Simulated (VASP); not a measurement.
# SiNi (P2_13) in VASP: notebook

Aim: see how the results for SiNi move with the level of theory and the settings. Levels: PBEsol, revPBE, RPBE+D3(BJ). Tasks: relaxation of cell and atoms, single point.

Everything below comes from runs of VASP 6.6.1. Logs are shortened: lines on timing, memory, paths and dates and some standing lists are left out, and cuts for length are marked.

**1. The cell of the first run**

The structure is cubic, space group P2_13 (No. 198). Conventional cell: a = 4.504 Å, b = 4.504 Å, c = 4.504 Å, α = 90.00°, β = 90.00°, γ = 90.00°. Within 3.1 Å of Ni (site symmetry 3) lie 7 Si at 2.36 to 2.44 Å and 6 Ni at 2.78 Å. Within 3.1 Å of Si (site symmetry 3) lie 7 Ni at 2.36 to 2.44 Å and 6 Si at 2.78 Å.

**2. Relaxation of cell and atoms, PBEsol, collinear spin, ferromagnetic start**

File INCAR:

```
SYSTEM = SiNi
PREC = Accurate
ENCUT = 600
EDIFF = 1E-7
ISMEAR = -1
SIGMA = 0.05
LREAL = .FALSE.
LASPH = .TRUE.
NELM = 150
ALGO = Normal
ISIF = 3
LWAVE = .FALSE.
LCHARG = .FALSE.
ISPIN = 2
MAGMOM = 1 1 1 1 0 0 0 0
LORBIT = 11
LMAXMIX = 4
GGA = PS
IBRION = 2
NSW = 60
EDIFFG = -0.01
LUSENCCL = .FALSE.
```

File KPOINTS:

```
regular mesh
0
G
  6 6 6
  0 0 0
```

File POSCAR:

```
SiNi
1.0
    4.5036940000      0.0000000000      0.0000000000
    0.0000000000      4.5036940000      0.0000000000
    0.0000000000      0.0000000000      4.5036940000
Ni Si
4 4
Direct
    0.1495040000      0.1495040000      0.1495040000
    0.6495040000      0.3504960000      0.8504960000
    0.8504960000      0.6495040000      0.3504960000
    0.3504960000      0.8504960000      0.6495040000
    0.8468300000      0.8468300000      0.8468300000
    0.3468300000      0.6531700000      0.1531700000
    0.1531700000      0.3468300000      0.6531700000
    0.6531700000      0.1531700000      0.3468300000
```

Potentials or basis: VASP PAW PBE potentials, release 64 (Ni, Si).

Started as:

```
$ cat potpaw_PBE.64/Ni/POTCAR potpaw_PBE.64/Si/POTCAR > POTCAR
$ mpirun -np 1 vasp_std > vasp.out
```

OUTCAR:

```text
SYSTEM = SiNi
   PREC = Accurate
   ENCUT = 600
   EDIFF = 1E-7
   ISMEAR = -1
   LREAL = .FALSE.
   LASPH = .TRUE.
   NELM = 150
   ISIF = 3
   ISPIN = 2
   LORBIT = 11
   GGA = PS
   IBRION = 2
   NSW = 60
   EDIFFG = -0.01

 ion  position               nearest neighbor table
   1  0.150  0.150  0.150-   5 2.36   6 2.41   7 2.41   8 2.41   6 2.44   7 2.44   8 2.44   2 2.78
                             4 2.78   4 2.78   2 2.78   3 2.78   3 2.78
   2  0.650  0.350  0.850-   6 2.36   5 2.41   7 2.41   8 2.41   7 2.44   8 2.44   5 2.44   3 2.78
                             1 2.78   3 2.78   1 2.78   4 2.78   4 2.78
   3  0.850  0.650  0.350-   7 2.36   6 2.41   5 2.41   8 2.41   8 2.44   5 2.44   6 2.44   2 2.78
                             2 2.78   4 2.78   4 2.78   1 2.78   1 2.78
   4  0.350  0.850  0.650-   8 2.36   6 2.41   7 2.41   5 2.41   6 2.44   7 2.44   5 2.44   1 2.78
                             1 2.78   3 2.78   3 2.78   2 2.78   2 2.78
   5  0.847  0.847  0.847-   1 2.36   2 2.41   3 2.41   4 2.41   2 2.44   3 2.44   4 2.44   6 2.78
                             7 2.78   8 2.78   8 2.78   7 2.78   6 2.78
   6  0.347  0.653  0.153-   2 2.36   1 2.41   3 2.41   4 2.41   3 2.44   4 2.44   1 2.44   8 2.78
                             5 2.78   7 2.78   7 2.78   8 2.78   5 2.78
   7  0.153  0.347  0.653-   3 2.36   2 2.41   1 2.41   4 2.41   4 2.44   1 2.44   2 2.44   8 2.78
                             5 2.78   6 2.78   5 2.78   6 2.78   8 2.78
   8  0.653  0.153  0.347-   4 2.36   2 2.41   3 2.41   1 2.41   2 2.44   3 2.44   1 2.44   7 2.78
                             5 2.78   5 2.78   6 2.78   6 2.78   7 2.78

  LATTYP: Found a simple cubic cell.
 ALAT       =     4.5036940000

  Lattice vectors:

 A1 = (   4.5036940000,   0.0000000000,   0.0000000000)
 A2 = (   0.0000000000,   4.5036940000,   0.0000000000)
 A3 = (   0.0000000000,   0.0000000000,   4.5036940000)

Analysis of symmetry for initial positions (statically):
=====================================================================
 Subroutine PRICEL returns:
 Original cell was already a primitive cell.

 Routine SETGRP: Setting up the symmetry group for a
 simple cubic supercell.

 Subroutine GETGRP returns: Found 12 space group operations
 (whereof  3 operations were pure point group operations)
 out of a pool of 48 trial point group operations.

The static configuration has the point symmetry C_3 .
 The point group associated with its full space group is T   .

Analysis of symmetry for dynamics (positions and initial velocities):
=====================================================================
 Subroutine PRICEL returns:
 Original cell was already a primitive cell.

 Routine SETGRP: Setting up the symmetry group for a
 simple cubic supercell.

 Subroutine GETGRP returns: Found 12 space group operations
 (whereof  3 operations were pure point group operations)
 out of a pool of 48 trial point group operations.

The dynamic configuration has the point symmetry C_3 .
 The point group associated with its full space group is T   .

Analysis of structural, dynamic, and magnetic symmetry:
=====================================================================
 Subroutine PRICEL returns:
 Original cell was already a primitive cell.

 Routine SETGRP: Setting up the symmetry group for a
 simple cubic supercell.

 Subroutine GETGRP returns: Found 12 space group operations
 (whereof  3 operations were pure point group operations)
 out of a pool of 48 trial point group operations.

The overall configuration has the point symmetry C_3 .
 The point group associated with its full space group is T   .

 Subroutine INISYM returns: Found 12 space group operations
 (whereof  3 operations are pure point group operations),
 and found     1 'primitive' translations

----------------------------------------------------------------------------------------

                                     Primitive cell

  volume of cell :      91.3496

  direct lattice vectors                    reciprocal lattice vectors
     4.503694000  0.000000000  0.000000000     0.222039952  0.000000000  0.000000000
     0.000000000  4.503694000  0.000000000     0.000000000  0.222039952  0.000000000
     0.000000000  0.000000000  4.503694000     0.000000000  0.000000000  0.222039952

  length of vectors
     4.503694000  4.503694000  4.503694000     0.222039952  0.222039952  0.222039952
[... 42 lines left out ...]

 Subroutine IBZKPT returns following result:
 ===========================================

 Found     24 irreducible k-points:

 Following reciprocal coordinates:
            Coordinates               Weight
  0.000000  0.000000  0.000000      1.000000
  0.166667  0.000000  0.000000      6.000000
  0.333333  0.000000  0.000000      6.000000
  0.500000  0.000000  0.000000      3.000000
  0.166667  0.166667  0.000000     12.000000
  0.333333  0.166667  0.000000     12.000000
[... 16 lines left out ...]
  0.500000  0.500000  0.333333      6.000000
  0.500000  0.500000  0.500000      1.000000
   k-points           NKPTS =     24   k-points in BZ     NKDIM =     24   number of bands    NBANDS=     35
   number of dos      NEDOS =    301   number of ions     NIONS =      8
   total plane-waves  NPLWV =  46656
   dimension x,y,z NGX =    36 NGY =   36 NGZ =   36
   dimension x,y,z NGXF=    72 NGYF=   72 NGZF=   72
   ions per type =               4   4
   NGX,Y,Z   is equivalent  to a cutoff of  13.29, 13.29, 13.29 a.u.
   NGXF,Y,Z  is equivalent  to a cutoff of  26.58, 26.58, 26.58 a.u.
 SYSTEM =  SiNi
   PREC   = accura    normal or accurate (medium, high low for compatibility)
   ISTART =      0    job   : 0-new  1-cont  2-samecut
   ICHARG =      2    charge: 1-file 2-atom 10-const
   ISPIN  =      2    spin polarized calculation?
   LNONCOLLINEAR =      F non collinear calculations
   LSORBIT =      F    spin-orbit coupling
   LASPH  =      T    aspherical Exc in radial PAW
   ENCUT  =  600.0 eV  44.10 Ry    6.64 a.u.   8.99  8.99  8.99*2*pi/ulx,y,z
   NELM   =    150;   NELMIN=  2; NELMDL= -5     # of ELM steps
   EDIFF  = 0.1E-06   stopping-criterion for ELM
   LREAL  =      F    real-space projection
   EDIFFG = -.1E-01   stopping-criterion for IOM
   NSW    =     60    number of steps for IOM
   IBRION =      2    ionic relax: 0-MD 1-quasi-New 2-CG
   NFREE  =      1    steps in history (QN), initial steepest desc. (CG)
   ISIF   =      3    stress and relaxation
   ISYM   =      2    0-nonsym 1-usesym 2-fastsym
   POTIM  = 0.5000    time-step for ionic-motion
   TEBEG  =    0.0;   TEEND  =   0.0 temperature during run
   PSTRESS=    0.0 pullay stress
   NELECT =      56.0000    total number of electrons
   NUPDOWN=      -1.0000    fix difference up-down
   EMIN   =  10.00;   EMAX   =-10.00  energy-range for DOS
   EFERMI =   0.00;   METHOD = LEGACY
   ISMEAR =    -1;   SIGMA  =   0.05  broadening in eV -4-tet -1-fermi 0-gaus
   EFERMI_NEDOS =   21; number of points for ismear=-14 and -15
   IALGO  =     38    algorithm
   IMIX   =      4    mixing-type and parameters
     AMIX     =   0.40;   BMIX     =  1.00
     AMIX_MAG =   1.60;   BMIX_MAG =  1.00
  volume/ion in A,a.u.               =      11.42        77.06
  Fermi-wavevector in a.u.,A,eV,Ry     =   1.390706  2.628053 26.314523  1.934063
  Thomas-Fermi vector in A             =   2.514615
   LORBIT       =     11    0 simple, 1 ext, 2 COOP (PROOUT), +10 PAW based schemes
   GGA     = PS    functional components
   LHFCALC =     F    Hartree Fock is set to
   AEXX    =    0.0000 exact exchange contribution
   IVDW    =     0    specifies the selected vdW correction
   LEPSILON=     F    determine dielectric tensor
   LRPA    =     F    only Hartree local field effects (RPA)
 conjugate gradient relaxation of ions
 spin polarized calculation
  energy-cutoff  :      600.00
  volume of cell :       91.35
 maximum number of plane-waves:      3112
   NGX = 17   NGY = 17   NGZ = 17

--------------------------------------- Ionic step        1  -------------------------------------------

 number of electron      55.9999997 magnetization       0.0001761

 number of electron      55.9999997 magnetization      -0.0000258

 Free energy of the ion-electron system (eV)
  ---------------------------------------------------
  ext. energy  EPLUGINS =         0.00000000
  ---------------------------------------------------
  free energy    TOTEN  =       -51.55549261 eV

  energy without entropy =      -51.53180817  energy(sigma->0) =      -51.54365039

------------------------ aborting loop because EDIFF is reached ----------------------------------------

  FORCE on cell =-STRESS in cart. coord.  units (eV):
  Direction    XX          YY          ZZ          XY          YZ          ZX
  --------------------------------------------------------------------------------------
  -------------------------------------------------------------------------------------
  Total       -2.5481066     -2.5481066     -2.5481066     -0.0000000     -0.0000000      0.0000000
  in kB      -44.6911524    -44.6911524    -44.6911524     -0.0000000     -0.0000000      0.0000000
  external PRESSURE =     -44.6911524 kB  Pullay stress =       0.0000000 kB
[... 251 lines left out ...]
 number of electron      56.0000008 magnetization      -0.0000003

 number of electron      56.0000008 magnetization       0.0000010

 Free energy of the ion-electron system (eV)
  ---------------------------------------------------
  ext. energy  EPLUGINS =         0.00000000
  ---------------------------------------------------
  free energy    TOTEN  =       -51.58609236 eV

  energy without entropy =      -51.56304137  energy(sigma->0) =      -51.57456687

 E-fermi :  12.1817     XC(G=0): -12.7885

 val. band max:       12.1103776277   @ k =   0.3333   0.1667   0.0000
 cond. band min:      12.1955919124   @ k =   0.3333   0.0000   0.0000
 fundamental gap:      0.0852142847
 Fermi energy:        12.1816944479

 spin component 1

 k-point     1 :       0.0000    0.0000    0.0000
  band No.  band energies     occupation
      1      -2.2303      1.00000
      2       3.2657      1.00000
      3       3.2657      1.00000
      4       3.2657      1.00000
      5       5.7586      1.00000
      6       5.7586      1.00000
[... 901 lines left out ...]
     34      16.7813      0.00000
     35      16.7813      0.00000
 Fermi energy:        12.1816944479

 spin component 2

 k-point     1 :       0.0000    0.0000    0.0000
  band No.  band energies     occupation
      1      -2.2303      1.00000
      2       3.2657      1.00000
      3       3.2657      1.00000
      4       3.2657      1.00000
      5       5.7586      1.00000
      6       5.7586      1.00000
[... 936 lines left out ...]
  FREE ENERGIE OF THE ION-ELECTRON SYSTEM (eV)
  ---------------------------------------------------
  free  energy   TOTEN  =       -51.5860923648 eV

  energy  without entropy=      -51.5630413669  energy(sigma->0) =      -51.57456687

 reached required accuracy - stopping structural energy minimisation

 total charge

# of ion       s       p       d       tot
------------------------------------------
    1        0.468   0.633   8.513   9.614
    2        0.468   0.633   8.513   9.614
    3        0.468   0.633   8.513   9.614
    4        0.468   0.633   8.513   9.614
    5        0.736   0.859   0.000   1.595
    6        0.736   0.859   0.000   1.595
    7        0.736   0.859   0.000   1.595
    8        0.736   0.859   0.000   1.595
--------------------------------------------------
tot          4.817   5.968  34.051  44.836

 magnetization (x)

# of ion       s       p       d       tot
------------------------------------------
    1       -0.000  -0.000  -0.000  -0.000
    2       -0.000  -0.000  -0.000  -0.000
    3       -0.000  -0.000  -0.000  -0.000
    4       -0.000  -0.000  -0.000  -0.000
    5       -0.000   0.000   0.000   0.000
    6       -0.000   0.000   0.000   0.000
    7       -0.000   0.000   0.000   0.000
    8       -0.000   0.000   0.000   0.000
--------------------------------------------------
tot         -0.000  -0.000  -0.000  -0.000
```

Wall time 12 min (1 × NVIDIA H100 80GB with 1 thread of AMD EPYC 7R13 (Zen 3), shared host); peak memory 1.4 GiB.

What came out:

- Free energy: -51.5861 eV
- Relaxed volume: 11.16 Å³/atom
- Relaxed cell: a = 4.469 Å, b = 4.469 Å, c = 4.469 Å, α = 90.00°, β = 90.00°, γ = 90.00°
- Space group after relaxing (to 0.1 Å): P2_13 (No. 198)
- Energy gained by relaxing: 3.8 meV/atom
- Ionic steps: 7
- Pressure after relaxing: -0.1 GPa
- Largest force after relaxing: 0.010 eV/Å
- Band gap on the k mesh: zero (filled and empty bands overlap)
- Net moment: 0.00 μB per cell
- Valence electrons inside the program's atomic spheres: Ni 9.61; Si 1.59

Forces on the atoms (eV/Å):
```
Ni  -0.006 -0.006 -0.006
Ni  -0.006  0.006  0.006
Ni   0.006 -0.006  0.006
Ni   0.006  0.006 -0.006
Si   0.000  0.000  0.000
Si   0.000  0.000  0.000
Si   0.000  0.000  0.000
Si   0.000  0.000  0.000
```

Step by step:
```
step  energy change (eV)  largest force (eV/Å)  pressure (GPa)  volume (Å³)
   1              0.0000                0.0389           -4.47        91.35
   2             -0.0004                0.0044            4.87        87.20
   3             -0.0304                0.0195           -0.01        89.23
   4             -0.0304                0.0191            0.09        89.19
   5             -0.0305                0.0156           -0.07        89.26
   6             -0.0305                0.0137           -0.15        89.30
   7             -0.0306                0.0095           -0.07        89.27
```

Final structure:
```cif
data_structure
_symmetry_space_group_name_H-M 'P 1'
_symmetry_Int_Tables_number 1
_cell_length_a 4.4693
_cell_length_b 4.4693
_cell_length_c 4.4693
_cell_angle_alpha 90.000
_cell_angle_beta 90.000
_cell_angle_gamma 90.000
_cell_volume 89.27
loop_
_atom_site_label
_atom_site_type_symbol
_atom_site_fract_x
_atom_site_fract_y
_atom_site_fract_z
_atom_site_occupancy
Ni1 Ni 0.14911 0.14911 0.14911 1
Ni2 Ni 0.64911 0.35089 0.85089 1
Ni3 Ni 0.85089 0.64911 0.35089 1
Ni4 Ni 0.35089 0.85089 0.64911 1
Si1 Si 0.84650 0.84650 0.84650 1
Si2 Si 0.34650 0.65350 0.15350 1
Si3 Si 0.15350 0.34650 0.65350 1
Si4 Si 0.65350 0.15350 0.34650 1
```

Caveat: the moments typed at the start vanished in this run; the PAW data sets were made with another functional, which shifts forces and pressure a little.

(Continued in part 2 of 2.)

The gap in the log of VASP goes by the Fermi energy; the results here count the filled bands.